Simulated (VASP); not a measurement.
## Bi: relaxation of cell and atoms with PBE

The system is Bi.

```
CELL_PARAMETERS angstrom
-1.98143 1.98143 1.98143
1.98143 -1.98143 1.98143
1.98143 1.98143 -1.98143
ATOMIC_POSITIONS crystal
Bi 0.00000 0.00000 0.00000
```

```json
{
  "Program": "VASP 6.6.1",
  "Task": "relaxation of cell and atoms",
  "Functional": "PBE",
  "Potentials or basis": "VASP PAW PBE potentials, release 64 (Bi_d)",
  "Cutoff": "600 eV",
  "k mesh": "8 × 8 × 8",
  "Occupations": "gaussian, width 0.1 eV",
  "Spin": "no spin polarisation",
  "Target pressure": "20.2 GPa",
  "Dipole correction": "no",
  "Further INCAR settings": "ALGO = Fast; EDIFF = 1e-06; IBRION = 2; EDIFFG = -0.05; NSW = 80; ISIF = 3"
}
```

```yaml
Relaxed_volume: 25.26 Å³/atom
Relaxed_cell: a = 3.201 Å, b = 3.201 Å, c = 3.201 Å, α = 109.47°, β = 109.47°, γ = 109.47°
Space_group_after_relaxing_to_0.05_Å: Im-3m (No. 229)
Energy_change_on_relaxing_the_enthalpy_is_what_falls: +312.0 meV/atom
Ionic_steps: 6
Pressure_after_relaxing: 19.9 GPa
```

The path:
```
step  energy change (eV)  largest force (eV/Å)  pressure (GPa)  volume (Å³)
   1              0.0000                0.0000            0.61        31.12
   2              3.5586                0.0000          140.52        16.93
   3              5.5955                0.0000           18.47        25.80
   4              0.2731                0.0000           18.14        25.58
   5              1.2562                0.0000           55.39        20.96
   6              0.3120                0.0000           19.90        25.26
```

Final structure:
```
CELL_PARAMETERS angstrom
-1.84826 1.84826 1.84826
1.84826 -1.84826 1.84826
1.84826 1.84826 -1.84826
ATOMIC_POSITIONS crystal
Bi 0.00000 0.00000 0.00000
```

Levels at points of the mesh, in eV from the Fermi level:
| k point | band 4 | band 5 | band 6 | band 7 | band 8 | band 9 | band 10 | band 11 |
| --- | --- | --- | --- | --- | --- | --- | --- | --- |
| (0.00, 0.00, 0.00) | -22.95 | -22.95 | -15.11 | 6.90 | 6.90 | 10.51 | 14.34 | 14.70 |
| (0.50, 0.00, 0.00) | -22.96 | -22.80 | -10.72 | -6.34 | 2.08 | 6.92 | 8.34 | 19.30 |
| (0.50, 0.50, 0.50) | -22.83 | -22.83 | -7.51 | -2.24 | -2.24 | -2.24 | 3.43 | 3.43 |

Run time: 3.6 min on 1 thread of AMD EPYC 7R13, on a shared host, peak memory 0.14 GiB.

Caveat: the cell is relaxed towards a set pressure, so the enthalpy falls and the energy may rise; the volume moved by over 15 % at a fixed basis, so the end points are rough; spin-orbit coupling is left out, which moves the levels of the heavy elements.
